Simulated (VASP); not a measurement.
# ZnO (P6_3mc) in VASP: phonons with r2SCAN

Aim: the phonons of ZnO with r2SCAN.

All numbers are computed with VASP 6.6.1; they aren't measurements. Logs are shortened: lines on timing, memory, paths and dates and some standing lists are left out, and cuts for length are marked.

## (1) The cell of the first run

Symmetry: P6_3mc, No. 186, hexagonal system. Conventional cell: a = 3.249 Å, b = 3.249 Å, c = 5.206 Å, α = 90.00°, β = 90.00°, γ = 120.00°. Zn (site symmetry 3m) has 4 O at 1.97 to 1.98 Å within 2.6 Å. O (site symmetry 3m) has 4 Zn at 1.97 to 1.98 Å within 2.6 Å.

## (2) Phonons, r2SCAN

The input, INCAR:

```
SYSTEM = ZnO
PREC = Accurate ; ENCUT = 660
EDIFF = 1E-8 ; ISMEAR = 0
SIGMA = 0.01 ; LREAL = .False.
LASPH = .True. ; NELM = 120
ALGO = Normal ; ISIF = 2
LWAVE = .False. ; LCHARG = .True.
METAGGA = R2SCAN ; LMIXTAU = .True.
NBANDS = 26 ; IBRION = 6
NFREE = 2 ; POTIM = 0.015
NSW = 1 ; GGA_COMPAT = .False.
```

The input, KPOINTS:

```
regular mesh
0
Gamma
  5 5 3
  0 0 0
```

The input, POSCAR:

```
ZnO
1.0
    3.2493080000      0.0000000000      0.0000000000
   -1.6246540000      2.8139832700      0.0000000000
    0.0000000000      0.0000000000      5.2057090000
Zn O
2 2
Direct
    0.3333333300      0.6666666700      0.5000000000
    0.6666666700      0.3333333300      0.0000000000
    0.6666666700      0.3333333300      0.3790100000
    0.3333333300      0.6666666700      0.8790100000
```

Potentials or basis: VASP PAW PBE potentials, release 64 (Zn, O).

Launch:

```bash
> cat potpaw_PBE.64/Zn/POTCAR potpaw_PBE.64/O/POTCAR > POTCAR
> mpirun -np 1 vasp_std > vasp.out
```

OUTCAR:

```text
SYSTEM = ZnO
   PREC = Accurate
   ENCUT = 660
   EDIFF = 1E-8
   ISMEAR = 0
   LREAL = .False.
   LASPH = .True.
   NELM = 120
   ISIF = 2
   METAGGA = R2SCAN
   IBRION = 6
   NFREE = 2
   POTIM = 0.015
   NSW = 1

 ion  position               nearest neighbor table
   1  0.333  0.667  0.500-   4 1.97   3 1.98   3 1.98   3 1.98
   2  0.667  0.333  0.000-   3 1.97   4 1.98   4 1.98   4 1.98
   3  0.667  0.333  0.379-   2 1.97   1 1.98   1 1.98   1 1.98
   4  0.333  0.667  0.879-   1 1.97   2 1.98   2 1.98   2 1.98

  LATTYP: Found a hexagonal cell.
 ALAT       =     3.2493080000
 C/A-ratio  =     1.6020977390

  Lattice vectors:

 A1 = (   3.2493080000,   0.0000000000,   0.0000000000)
 A2 = (  -1.6246540000,   2.8139832700,   0.0000000000)
 A3 = (   0.0000000000,   0.0000000000,   5.2057090000)

Analysis of symmetry for initial positions (statically):
=====================================================================
 Subroutine PRICEL returns:
 Original cell was already a primitive cell.

 Routine SETGRP: Setting up the symmetry group for a
 hexagonal supercell.

 Subroutine GETGRP returns: Found 12 space group operations
 (whereof  6 operations were pure point group operations)
 out of a pool of 24 trial point group operations.

The static configuration has the point symmetry C_3v.
 The point group associated with its full space group is C_6v.

Analysis of symmetry for dynamics (positions and initial velocities):
=====================================================================
 Subroutine PRICEL returns:
 Original cell was already a primitive cell.

 Routine SETGRP: Setting up the symmetry group for a
 hexagonal supercell.

 Subroutine GETGRP returns: Found 12 space group operations
 (whereof  6 operations were pure point group operations)
 out of a pool of 24 trial point group operations.

The dynamic configuration has the point symmetry C_3v.
 The point group associated with its full space group is C_6v.

 Subroutine INISYM returns: Found 12 space group operations
 (whereof  6 operations are pure point group operations),
 and found     1 'primitive' translations

----------------------------------------------------------------------------------------

                                     Primitive cell

  volume of cell :      47.5984

  direct lattice vectors                    reciprocal lattice vectors
     3.249308000  0.000000000  0.000000000     0.307757836  0.177684070  0.000000000
    -1.624654000  2.813983270  0.000000000     0.000000000  0.355368140  0.000000000
     0.000000000  0.000000000  5.205709000     0.000000000  0.000000000  0.192096792

  length of vectors
     3.249308000  3.249307998  5.205709000     0.355368140  0.355368140  0.192096792

  position of ions in fractional coordinates (direct lattice)
     0.333333330  0.666666670  0.500000000
     0.666666670  0.333333330  0.000000000
     0.666666670  0.333333330  0.379010000
     0.333333330  0.666666670  0.879010000

  ion indices of the primitive-cell ions
   primitive index   ion index
                 1           1
                 2           2
                 3           3
                 4           4

----------------------------------------------------------------------------------------

 KPOINTS: regular mesh

Automatic generation of k-mesh.
 Grid dimensions read from file:
 generate k-points for:    5    5    3

[... 29 lines left out ...]
  0.400000  0.200000  0.333333     12.000000
   k-points           NKPTS =     10   k-points in BZ     NKDIM =     10   number of bands    NBANDS=     26
   number of dos      NEDOS =    301   number of ions     NIONS =      4
   total plane-waves  NPLWV =  37632
   dimension x,y,z NGX =    28 NGY =   28 NGZ =   48
   dimension x,y,z NGXF=    56 NGYF=   56 NGZF=   96
   ions per type =               2   2
   NGX,Y,Z   is equivalent  to a cutoff of  14.33, 14.33, 15.33 a.u.
   NGXF,Y,Z  is equivalent  to a cutoff of  28.65, 28.65, 30.66 a.u.
 SYSTEM =  ZnO
   PREC   = accura    normal or accurate (medium, high low for compatibility)
   ISTART =      0    job   : 0-new  1-cont  2-samecut
   ICHARG =      2    charge: 1-file 2-atom 10-const
   ISPIN  =      1    spin polarized calculation?
   LNONCOLLINEAR =      F non collinear calculations
   LSORBIT =      F    spin-orbit coupling
   LASPH  =      T    aspherical Exc in radial PAW
   ENCUT  =  660.0 eV  48.51 Ry    6.96 a.u.   6.81  6.81 10.90*2*pi/ulx,y,z
   NELM   =    120;   NELMIN=  2; NELMDL= -5     # of ELM steps
   EDIFF  = 0.1E-07   stopping-criterion for ELM
   LREAL  =      F    real-space projection
   EDIFFG = 0.1E-06   stopping-criterion for IOM
   NSW    =     85    number of steps for IOM
   IBRION =      6    ionic relax: 0-MD 1-quasi-New 2-CG
   NFREE  =      2    steps in history (QN), initial steepest desc. (CG)
   ISIF   =      2    stress and relaxation
   ISYM   =      2    0-nonsym 1-usesym 2-fastsym
   POTIM  = 0.0150    time-step for ionic-motion
   TEBEG  =    0.0;   TEEND  =   0.0 temperature during run
   PSTRESS=    0.0 pullay stress
   NELECT =      36.0000    total number of electrons
   NUPDOWN=      -1.0000    fix difference up-down
   EMIN   =  10.00;   EMAX   =-10.00  energy-range for DOS
   EFERMI =   0.00;   METHOD = LEGACY
   ISMEAR =     0;   SIGMA  =   0.01  broadening in eV -4-tet -1-fermi 0-gaus
   EFERMI_NEDOS =   21; number of points for ismear=-14 and -15
   IALGO  =     38    algorithm
   IMIX   =      4    mixing-type and parameters
     AMIX     =   0.40;   BMIX     =  1.00
     AMIX_MAG =   1.60;   BMIX_MAG =  1.00
  volume/ion in A,a.u.               =      11.90        80.30
  Fermi-wavevector in a.u.,A,eV,Ry     =   1.491574  2.818667 30.270160  2.224794
  Thomas-Fermi vector in A             =   2.604212
   LORBIT       =      0    0 simple, 1 ext, 2 COOP (PROOUT), +10 PAW based schemes
   METAGGA = R2SCAN    functional components
   LHFCALC =     F    Hartree Fock is set to
   AEXX    =    0.0000 exact exchange contribution
   IVDW    =     0    specifies the selected vdW correction
   LEPSILON=     F    determine dielectric tensor
   LRPA    =     F    only Hartree local field effects (RPA)
 finite differences with symmetry
 non-spin polarized calculation
 Gauss-broadening in eV      SIGMA  =   0.01
  energy-cutoff  :      660.00
  volume of cell :       47.60
 maximum number of plane-waves:      1848
 NGX is ok and might be reduce to    28
   NGX = 13   NGY = 13   NGZ = 21

--------------------------------------- Ionic step        1  -------------------------------------------

 number of electron      36.0000000 magnetization

 Free energy of the ion-electron system (eV)
  ---------------------------------------------------
  ext. energy  EPLUGINS =         0.00000000
  ---------------------------------------------------
  free energy    TOTEN  =       -36.32307919 eV

  energy without entropy =      -36.32307919  energy(sigma->0) =      -36.32307919

------------------------ aborting loop because EDIFF is reached ----------------------------------------

  FORCE on cell =-STRESS in cart. coord.  units (eV):
  Direction    XX          YY          ZZ          XY          YZ          ZX
  --------------------------------------------------------------------------------------
  -------------------------------------------------------------------------------------
  Total       -0.2919653     -0.2919653      0.1464438      0.0000000      0.0000000      0.0000000
  in kB       -9.8276454     -9.8276454      4.9293449      0.0000000      0.0000000      0.0000000
  external PRESSURE =      -4.9086486 kB  Pullay stress =       0.0000000 kB
[... 291 lines left out ...]
--------------------------------------- Ionic step        9  -------------------------------------------

 number of electron      36.0000002 magnetization

 Free energy of the ion-electron system (eV)
  ---------------------------------------------------
  ext. energy  EPLUGINS =         0.00000000
  ---------------------------------------------------
  free energy    TOTEN  =       -36.32049400 eV

  energy without entropy =      -36.32049400  energy(sigma->0) =      -36.32049400

 E-fermi :   0.9936     XC(G=0): -11.6596

 val. band max:        0.8404668232   @ k =   0.0000   0.0000   0.0000
 cond. band min:       2.0724380100   @ k =   0.0000   0.0000   0.0000
 fundamental gap:      1.2319711868
 Fermi energy:         0.9936103874

 k-point     1 :       0.0000    0.0000    0.0000
  band No.  band energies     occupation
      1     -18.2313      2.00000
      2     -17.5361      2.00000
      3      -4.9581      2.00000
      4      -4.9581      2.00000
      5      -4.9433      2.00000
      6      -4.8405      2.00000
[... 368 lines left out ...]
  FREE ENERGIE OF THE ION-ELECTRON SYSTEM (eV)
  ---------------------------------------------------
  free  energy   TOTEN  =       -36.3204940027 eV

  energy  without entropy=      -36.3204940027  energy(sigma->0) =      -36.32049400

 INTERNAL STRAIN TENSORS FROM DISPLACED ATOMS
 ============================================

 INTERNAL STRAIN TENSOR FOR ION    1 for displacements in x,y,z  (eV/Angst):
          X           Y           Z          XY          YZ          ZX
  --------------------------------------------------------------------------------
  x     0.00000     0.00000     0.00000    -7.18761     0.00000    -4.78855
  y    -7.18761     7.18761     0.00000     0.00000    -4.78978     0.00000
  z    -4.66314    -4.66314    10.15985     0.00000     0.00000     0.00000

 INTERNAL STRAIN TENSOR FOR ION    4 for displacements in x,y,z  (eV/Angst):
          X           Y           Z          XY          YZ          ZX
  --------------------------------------------------------------------------------
  x     0.00000     0.00000     0.00000    -8.20866     0.00000     4.58073
  y    -8.20866     8.20866     0.00000     0.00000     4.58193     0.00000
  z     4.56201     4.56201   -10.00954     0.00000     0.00000     0.00000

 Eigenvectors and eigenvalues of the dynamical matrix
 ----------------------------------------------------

   1 f  =   16.597220 THz   104.283411 2PiTHz  553.623680 cm-1    68.640557 meV
             X         Y         Z           dx          dy          dz
     -0.000000  1.875989  2.602854    -0.000000   -0.000000   -0.090457
      1.624654  0.937994  0.000000     0.000000    0.000000    0.090457
      1.624654  0.937994  1.973016     0.000000    0.000000   -0.701297
     -0.000000  1.875989  4.575870    -0.000000   -0.000000    0.701297
[... 71 lines left out ...]
  12 f/i=    0.216921 THz     1.362958 2PiTHz    7.235722 cm-1     0.897115 meV
             X         Y         Z           dx          dy          dz
     -0.000000  1.875989  2.602854    -0.639500   -0.000157   -0.000000
      1.624654  0.937994  0.000000    -0.639500   -0.000157   -0.000000
      1.624654  0.937994  1.973016    -0.301728   -0.000074   -0.000000
     -0.000000  1.875989  4.575870    -0.301728   -0.000074   -0.000000

 ELASTIC MODULI CONTR FROM IONIC RELAXATION (kBar)
 Direction    XX          YY          ZZ          XY          YZ          ZX
 --------------------------------------------------------------------------------
 XX        -731.3938    324.2356    445.1064      0.0000      0.0000     -0.0000
 YY         324.2356   -731.3938    445.1064      0.0000     -0.0000     -0.0000
 ZZ         445.1064    445.1064   -973.1829     -0.0000     -0.0000      0.0000
 XY           0.0000      0.0000     -0.0000   -527.8147      0.0000     -0.0000
 YZ           0.0000     -0.0000     -0.0000      0.0000   -210.3630     -0.0000
 ZX          -0.0000     -0.0000      0.0000     -0.0000     -0.0000   -210.2541
 --------------------------------------------------------------------------------
```

It took 29 min on 1 thread of Oxide Virtual Turin-like, shared host; peak memory 0.24 GiB.

What came out:

- Highest phonon frequency at Γ, LO-TO splitting left out: 554 cm⁻¹

Phonon frequencies in cm⁻¹ (negative: imaginary):
| q point | frequencies |
| --- | --- |
| (0.000, 0.000, 0.000) | -7 -7 -2 54 54 260 387 391 391 427 427 554 |

Caveat: the k points lie up to 0.45 Å⁻¹ apart; the PAW data sets were made with another functional, which shifts forces and pressure a little.
